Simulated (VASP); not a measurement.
# Re (P6_3/mmc) in VASP: further runs

Runs on Re. Level: PBE. Tasks: electric field gradients, single point.

Program: VASP 6.6.1. These are calculated values, not measurements. Logs are shortened: lines on timing, memory, paths and dates and some standing lists are left out, and cuts for length are marked.

### Step 1. The cell of the first run

Symmetry: P6_3/mmc, No. 194, hexagonal system. The conventional cell has a = 2.798 Å, b = 2.798 Å, c = 4.523 Å, α = 90.00°, β = 90.00°, γ = 120.00°. Within 3.7 Å of Re (site symmetry -6m2) lie 12 Re at 2.78 to 2.80 Å.

### Step 2. Electric field gradients, PBE (15.33 Å³/atom)

Contents of INCAR:

```
ALGO = Normal ; EDIFF = 1E-8
ENCUT = 520 ; GGA = PE
ISIF = 2 ; ISMEAR = -1
LASPH = True ; LCHARG = False
LEFG = True ; LREAL = False
LWAVE = False ; NBANDS = 14
NELM = 60 ; PREC = Accurate
SIGMA = 0.08
```

Contents of KPOINTS:

```
k-points
0
Gamma
  14 14 8
```

Contents of POSCAR:

```
Re
1.0
    2.7977061402      0.0000000000      0.0000000000
   -1.3988530700      2.4228845897      0.0000000000
    0.0000000000      0.0000000000      4.5229545082
Re
2
Direct
    0.3333333333      0.6666666667      0.2500000000
    0.6666666667      0.3333333333      0.7500000000
```

Potentials or basis: VASP PAW PBE potentials, release 64 (Re).

Started as:

```bash
$ cat potpaw_PBE.64/Re/POTCAR > POTCAR
$ mpirun -np 1 vasp_std > vasp.out
```

OUTCAR:

```text
EDIFF = 1E-8
   ENCUT = 520
   GGA = PE
   ISIF = 2
   ISMEAR = -1
   LASPH = True
   LREAL = False
   NELM = 60
   PREC = Accurate

 ion  position               nearest neighbor table
   1  0.333  0.667  0.250-   2 2.78   2 2.78   2 2.78   2 2.78   2 2.78   2 2.78
   2  0.667  0.333  0.750-   1 2.78   1 2.78   1 2.78   1 2.78   1 2.78   1 2.78

  LATTYP: Found a hexagonal cell.
 ALAT       =     2.7977061402
 C/A-ratio  =     1.6166653256

  Lattice vectors:

 A1 = (   2.7977061402,   0.0000000000,   0.0000000000)
 A2 = (  -1.3988530700,   2.4228845897,   0.0000000000)
 A3 = (   0.0000000000,   0.0000000000,   4.5229545082)

Analysis of symmetry for initial positions (statically):
=====================================================================
 Subroutine PRICEL returns:
 Original cell was already a primitive cell.

 Routine SETGRP: Setting up the symmetry group for a
 hexagonal supercell.

 Subroutine GETGRP returns: Found 24 space group operations
 (whereof 12 operations were pure point group operations)
 out of a pool of 24 trial point group operations.

The static configuration has the point symmetry D_3d.
 The point group associated with its full space group is D_6h.

Analysis of symmetry for dynamics (positions and initial velocities):
=====================================================================
 Subroutine PRICEL returns:
 Original cell was already a primitive cell.

 Routine SETGRP: Setting up the symmetry group for a
 hexagonal supercell.

 Subroutine GETGRP returns: Found 24 space group operations
 (whereof 12 operations were pure point group operations)
 out of a pool of 24 trial point group operations.

The dynamic configuration has the point symmetry D_3d.
 The point group associated with its full space group is D_6h.

 Subroutine INISYM returns: Found 24 space group operations
 (whereof 12 operations are pure point group operations),
 and found     1 'primitive' translations

----------------------------------------------------------------------------------------

                                     Primitive cell

[... 132 lines left out ...]
  ext. energy  EPLUGINS =         0.00000000
  ---------------------------------------------------
  free energy    TOTEN  =       -24.84832863 eV

  energy without entropy =      -24.81377399  energy(sigma->0) =      -24.83105131

 E-fermi :   7.3739     XC(G=0): -13.5057

 val. band max:        7.3692605363   @ k =   0.2143   0.1429   0.5000
 cond. band min:       7.3924073253   @ k =   0.1429   0.1429   0.0000
 fundamental gap:      0.0231467890
 Fermi energy:         7.3738523481

 k-point     1 :       0.0000    0.0000    0.0000
  band No.  band energies     occupation
      1      -2.1961      2.00000
      2       1.0579      2.00000
      3       5.8934      2.00000
      4       5.9122      2.00000
      5       5.9122      2.00000
      6       6.6913      1.99961
      7       6.6913      1.99961
      8       7.5786      0.14357
      9       7.5786      0.14357
     10       7.9165      0.00226
     11      10.5618      0.00000
     12      10.5618      0.00000
     13      16.8488      0.00000
     14      21.4837      0.00000
[... 377 lines left out ...]
      1       2.4940      2.00000
      2       3.3233      2.00000
      3       3.4883      2.00000
      4       4.2432      2.00000
      5       5.2652      2.00000
      6       5.5174      2.00000
      7       7.2910      1.47610
      8      10.0372      0.00000
      9      10.5088      0.00000
     10      10.6970      0.00000
     11      13.7035      0.00000
     12      13.7754      0.00000
     13      15.5063      0.00000
     14      20.9482      0.00000

 [... further k-points ...]
[... 5 lines left out ...]
  --------------------------------------------------------------------------------------
  -------------------------------------------------------------------------------------
  Total       -1.7397997     -1.7397997     -1.7904345     -0.0000000      0.0000000      0.0000000
  in kB      -90.9186116    -90.9186116    -93.5646872     -0.0000000      0.0000000      0.0000000
  external PRESSURE =     -91.8006368 kB  Pullay stress =       0.0000000 kB

 VOLUME and BASIS-vectors are now :
 -----------------------------------------------------------------------------
  energy-cutoff  :      520.00
  volume of cell :       30.66
      direct lattice vectors                 reciprocal lattice vectors
     2.797706140  0.000000000  0.000000000     0.357435681  0.206365587  0.000000000
    -1.398853070  2.422884590  0.000000000     0.000000000  0.412731174  0.000000000
     0.000000000  0.000000000  4.522954508     0.000000000  0.000000000  0.221094419

 POSITION                                       TOTAL-FORCE (eV/Angst)
 -----------------------------------------------------------------------------------
     -0.00000      1.61526      1.13074         0.000000     -0.000000      0.000000
      1.39885      0.80763      3.39222        -0.000000      0.000000      0.000000
 -----------------------------------------------------------------------------------
    total drift:                               -0.000000      0.000000     -0.000000

  FREE ENERGIE OF THE ION-ELECTRON SYSTEM (eV)
  ---------------------------------------------------
  free  energy   TOTEN  =       -24.8483286344 eV

  energy  without entropy=      -24.8137739938  energy(sigma->0) =      -24.83105131

 Electric field gradients (V/A^2)
---------------------------------------------------------------------
 ion       V_xx      V_yy      V_zz      V_xy      V_xz      V_yz
---------------------------------------------------------------------
   1      33.570    33.570   -67.140    -0.000     0.000    -0.000
   2      33.570    33.570   -67.140    -0.000    -0.000     0.000
---------------------------------------------------------------------

 Electric field gradients after diagonalization (V/A^2)
 (convention: |V_zz| > |V_xx| > |V_yy|)
----------------------------------------------------------------------
 ion       V_xx      V_yy      V_zz     asymmetry (V_yy - V_xx)/ V_zz
----------------------------------------------------------------------
   1      33.570    33.570   -67.140       0.000
   2      33.570    33.570   -67.140       0.000
----------------------------------------------------------------------

           NMR quadrupolar parameters

 Cq : quadrupolar parameter    Cq=e*Q*V_zz/h
 eta: asymmetry parameters     (V_yy - V_xx)/ V_zz
 Q  : nuclear electric quadrupole moment in mb (millibarn)
----------------------------------------------------------------------
 ion       Cq(MHz)       eta       Q (mb)
----------------------------------------------------------------------
   1      -0.162       0.000       1.000
   2      -0.162       0.000       1.000
----------------------------------------------------------------------
```

It took 22 s on 1 thread of Intel Xeon 6975P-C (Granite Rapids), shared host; peak memory 0.18 GiB.

Results:

- Free energy: -24.8483 eV
- Pressure: -9.2 GPa
- Band gap on the k mesh: zero (bands 7 and 8 overlap by 3.07 eV)
- Largest electric field gradient by atom: Re -67.1 V/Å²

Electric field gradients, principal values (V/Å²):
| atom | least | middle | greatest (by size) |
| --- | --- | --- | --- |
| 1 Re | 33.570 | 33.570 | -67.140 |
| 2 Re | 33.570 | 33.570 | -67.140 |

Caveat: the cell stands under tension; without QUAD_EFG the Cq values of the log hold for a quadrupole moment of 1 mb, not for the nuclei; spin-orbit coupling is left out, which moves the levels of the heavy elements.

[end of part 1 of 2]

The gap in the log of VASP goes by the Fermi energy; the results here count the filled bands.